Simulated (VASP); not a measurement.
Wanted: the native input for a VASP 6.6.1 run.

* Task: single point
* Functional: PBE
* Potentials or basis: VASP PAW PBE potentials, release 64 (Be, Zn, Se)
* Cutoff: 520 eV
* k mesh: 4 × 4 × 4
* Occupations: gaussian, width 0.1 eV
* Spin: no spin polarisation
* Dipole correction: no
* Further INCAR settings: ALGO = Normal; EDIFF = 1e-06; NBANDS = 41

The structure of BeZn3Se4 lies in POSCAR:

```
BeZn3Se4
1.0
    5.5880612593      0.0016740732     -0.0032276236
    0.0017285478      5.5920536976      0.0017023541
   -2.7981738690     -2.7952016041      5.5745584265
Be Zn Se
1 3 4
Direct
   -0.0006044473     -0.0004866309     -0.0006351968
    0.7487050392      0.2497250381      0.4987813205
    0.2508277428      0.7513639122      0.5007198118
    0.5007047568      0.4997801139      0.0009608210
    0.8859950702      0.3506105180      0.2361324206
    0.1144407239      0.1151095302      0.7638531924
    0.6493947684      0.6489500872      0.7645000729
    0.3505363460      0.8849474313      0.2356875576
```

These files were run (other wordings do the same):

INCAR

```
SYSTEM = BeZn3Se4
ALGO = Normal ; EDIFF = 1E-6
ENCUT = 520 ; GGA = PE
ISIF = 2 ; ISMEAR = 0
LASPH = .True. ; LCHARG = .False.
LREAL = .False. ; LWAVE = .False.
NBANDS = 41 ; NELM = 80
PREC = Accurate ; SIGMA = 0.1
```

KPOINTS

```
k-points
0
Gamma
  4 4 4
  0 0 0
```

Potentials or basis: VASP PAW PBE potentials, release 64 (Be, Zn, Se).

Run with:

```bash
$ cat potpaw_PBE.64/Be/POTCAR potpaw_PBE.64/Zn/POTCAR potpaw_PBE.64/Se/POTCAR > POTCAR
$ mpirun -np 1 vasp_std > vasp.out
```

Results of the run:

```
Pressure               : 0.3 GPa
Largest force          : 0.028 eV/Å
Band gap on the k mesh : 1.75 eV, direct
```

Run time: 3 min on 1 thread of AMD EPYC 9R45 96-Core Processor (Zen 5) (shared host), peak memory 0.39 GiB.
